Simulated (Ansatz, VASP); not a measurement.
**KTaO3 in VASP and in Ansatz**

Contents of POSCAR:

```
KTaO3
1.0
    4.0244030898      0.0000000000      0.0000000000
    0.0000000000      4.0244030898      0.0000000000
    0.0000000000      0.0000000000      4.0244030898
K Ta O
1 1 3
Direct
    0.0000000000      0.0000000000      0.0000000000
    0.5000000000      0.5000000000      0.5000000000
    0.0000000000      0.5000000000      0.5000000000
    0.5000000000      0.5000000000      0.0000000000
    0.5000000000      0.0000000000      0.5000000000
```

The input INCAR.step1:

```
PREC     = Accurate       # precision mode
ENCUT    = 520            # plane-wave cutoff, eV
EDIFF    = 1E-5           # SCF threshold, eV
ISMEAR   = 0              # smearing method
SIGMA    = 0.05           # smearing width, eV
LREAL    = False          # projectors in reciprocal space
LASPH    = True           # aspherical terms in the spheres
NELM     = 60             # most SCF steps
ALGO     = Normal         # electronic algorithm
ISIF     = 2              # what is computed and relaxed
LWAVE    = True           # write WAVECAR
GGA      = PE             # functional
NBANDS   = 27             # bands
```

INCAR.step2

```
PREC     = Accurate       # precision mode
ENCUT    = 520            # plane-wave cutoff, eV
EDIFF    = 1E-6           # SCF threshold, eV
ISMEAR   = 0              # smearing method
SIGMA    = 0.05           # smearing width, eV
LREAL    = False          # projectors in reciprocal space
LASPH    = True           # aspherical terms in the spheres
NELM     = 60             # most SCF steps
ALGO     = Normal         # electronic algorithm
ISIF     = 2              # what is computed and relaxed
LWAVE    = False          # write WAVECAR
LCHARG   = True           # write CHGCAR
GGA      = PE             # functional
LHFCALC  = True           # exact exchange
HFSCREEN = 0.2079         # screening, 1/A
PRECFOCK = Fast         
LELF     = True           # ELF
LVHAR    = True         
ISTART   = 1            
NBANDS   = 27             # bands
```

The input KPOINTS:

```
regular mesh
0
Gamma
  4 4 4
```

Input for Ansatz:

```yaml
crystal:
  lattice:
    - [4.0244030898, 0.0, 0.0]
    - [0.0, 4.0244030898, 0.0]
    - [0.0, 0.0, 4.0244030898]
  atoms:
    - { symbol: K, position: [0.0, 0.0, 0.0] }
    - { symbol: Ta, position: [0.5, 0.5, 0.5] }
    - { symbol: O, position: [0.0, 0.5, 0.5] }
    - { symbol: O, position: [0.5, 0.5, 0.0] }
    - { symbol: O, position: [0.5, 0.0, 0.5] }
basis:
  ecutwfc: 420
  ecutrho_ratio: 4
kpoints:
  mp_grid: { grid: [4, 4, 4] }
hamiltonian:
  xc: hse06
scf:
  occupations: { method: gaussian, width: 0.05 }
output:
  forces: true
  stress: true
  eigenvalues: true
  populations: true
  write_density: true
  write_potential: true
  elf: true
  volumetric_format: npy
```

Alike in both runs: task single point; functional HSE06; k mesh 4 × 4 × 4; occupations gaussian, width 0.05 eV; no spin polarisation.

|  | VASP | Ansatz |
| --- | --- | --- |
| version | VASP 6.6.1 | Ansatz 0.2.0 |
| potentials or method | VASP PAW PBE potentials, release 64 (K_sv, Ta_pv, O), cutoff 520 eV | scalar-relativistic, plane waves, PAW |
| valence electrons in the cell | 38 | 40 |

Ansatz gave:

- gap on the k mesh at the Fermi level (eV): 3.49
- least direct gap on the mesh (eV): 4.15
- pressure (GPa): -5.7

Which values does VASP return?

gap on the k mesh at the Fermi level (eV): 3.41; least direct gap on the mesh (eV): 4.07; pressure (GPa): -5.4.

The functional is the same, so the differences come from potentials, cutoffs and numerics. VASP's potentials hold 38 valence electrons a cell and Ansatz's 40, so a difference there can come from the potentials and not from the codes. Ansatz's warnings: stress exchange threshold loose, stress scf threshold loose.

Neither program's run includes spin-orbit coupling.
